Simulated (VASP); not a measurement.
Write the native input for VASP 6.6.1 that does the following.

```yaml
Task: single point
Functional: PBE
Dispersion: D3(BJ)
Potentials_or_basis: VASP PAW PBE potentials, release 64 (Ga_d, As)
Cutoff: 520 eV
k_mesh: 10 × 10 × 10
Occupations: gaussian, width 0.01 eV
Spin: no spin polarisation
Dipole_correction: no
Further_INCAR_settings: ALGO = Normal; EDIFF = 1e-06; NBANDS = 16
```

The structure of GaAs lies in POSCAR:

```
GaAs
1.0
    0.0000000000      2.8374254644      2.8374254644
    2.8374254644      0.0000000000      2.8374254644
    2.8374254644      2.8374254644      0.0000000000
Ga As
1 1
Direct
    0.0000000000      0.0000000000      0.0000000000
    0.2500000000      0.2500000000      0.2500000000
```

The input as run:

INCAR

```
PREC = Accurate ; ENCUT = 520
EDIFF = 1E-6 ; ISMEAR = 0
SIGMA = 0.01 ; LREAL = F
LASPH = T ; NELM = 80
ALGO = Normal ; ISIF = 2
LWAVE = F ; LCHARG = T
GGA = PE ; IVDW = 12
LELF = T ; LVHAR = T
NBANDS = 16
```

KPOINTS

```
regular mesh
0
Gamma
  10 10 10
```

Potentials or basis: VASP PAW PBE potentials, release 64 (Ga_d, As).

Command:

```console
$ cat potpaw_PBE.64/Ga_d/POTCAR potpaw_PBE.64/As/POTCAR > POTCAR
$ mpirun -np 1 vasp_std > vasp.out
```

Results of the run:

```
Pressure                   : 0.2 GPa
Band gap on the k mesh     : 0.44 eV, direct
Dispersion energy per atom : -0.321 eV
```

Wall time 16 s on 1 thread of Intel(R) Xeon(R) 6975P-C (Granite Rapids) (shared host), peak memory 0.2 GiB.
